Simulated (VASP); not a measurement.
Crystal: Cu.

```
Cu
1.0
     2.58264   -1.54019    0.00000
     2.58264    1.54019    0.00000
    -1.44253    0.00000    6.68670
Cu
4
Direct
  0.05040 0.05040 0.09960
  0.94960 0.94960 0.90040
  0.50500 0.50500 0.60000
  0.49500 0.49500 0.40000
```

| Quantity | Value |
| --- | --- |
| Program | VASP 6.6.1 |
| Task | relaxation of cell and atoms |
| Functional | PBE |
| Potentials or basis | VASP PAW PBE potentials, release 64 (Cu) |
| Cutoff | 600 eV |
| k mesh | 6 × 6 × 4 |
| Occupations | gaussian, width 0.1 eV |
| Spin | no spin polarisation |

At the start: pressure 53.9 GPa; volume 13.30 Å³/atom.

**Question.** How do energy, volume and symmetry change on relaxing?

**Answer.** Over 46 steps the energy falls by 6328.9 meV/atom and the volume is 12.04 Å³/atom (-9.5 %); space group C2/m (No. 12, to 0.05 Å).

Step by step:
| step | energy change (eV) | largest force (eV/Å) | pressure (GPa) | volume (Å³) |
| --- | --- | --- | --- | --- |
| 1 | 0.0000 | 25.1518 | 53.86 | 53.20 |
| 3 | -9.0221 | 0.5505 | -77.46 | 96.64 |
| 5 | -17.5505 | 4.6731 | -11.42 | 88.06 |
| 7 | -22.2902 | 3.1982 | 0.91 | 65.80 |
| 9 | -20.7024 | 13.7594 | 12.99 | 58.70 |
| 11 | -23.2700 | 2.1259 | -1.69 | 58.32 |
| 13 | -24.3781 | 0.9831 | -7.36 | 55.95 |
| 15 | -24.8028 | 0.7792 | 0.83 | 50.40 |
| 17 | -24.9042 | 0.6353 | -2.91 | 51.19 |
| 19 | -24.9907 | 0.4723 | -6.69 | 52.04 |
| 21 | -24.7688 | 2.5309 | 8.45 | 47.03 |
| 23 | -25.1058 | 0.3969 | -1.86 | 49.47 |
| 25 | -25.1313 | 0.3659 | -1.42 | 49.19 |
| 27 | -25.1674 | 0.3938 | 2.83 | 47.56 |
| 29 | -25.1973 | 0.3473 | -0.12 | 48.49 |
| 31 | -25.2503 | 0.1832 | -2.02 | 49.02 |
| 33 | -25.2610 | 0.1289 | -2.84 | 49.32 |
| 35 | -25.2767 | 0.1860 | 0.33 | 48.16 |
| 37 | -25.2911 | 0.1575 | 0.33 | 48.09 |
| 39 | -25.2954 | 0.1659 | 0.49 | 48.02 |
| 41 | -25.3057 | 0.1697 | -0.98 | 48.54 |
| 43 | -25.3119 | 0.1188 | 0.64 | 47.98 |
| 45 | -25.3152 | 0.0152 | -0.12 | 48.22 |
| 46 | -25.3157 | 0.0091 | 0.07 | 48.14 |

Final structure:
```
CELL_PARAMETERS angstrom
2.26810 -1.28917 -0.06520
2.26810 1.28917 -0.06520
-1.07995 0.00000 8.26337
ATOMIC_POSITIONS crystal
Cu 0.12562 0.12562 0.37500
Cu 0.87438 0.87438 0.62500
Cu 0.62412 0.62412 0.87497
Cu 0.37588 0.37588 0.12503
```

Caveat: the k points lie up to 0.47 Å⁻¹ apart in the final cell.
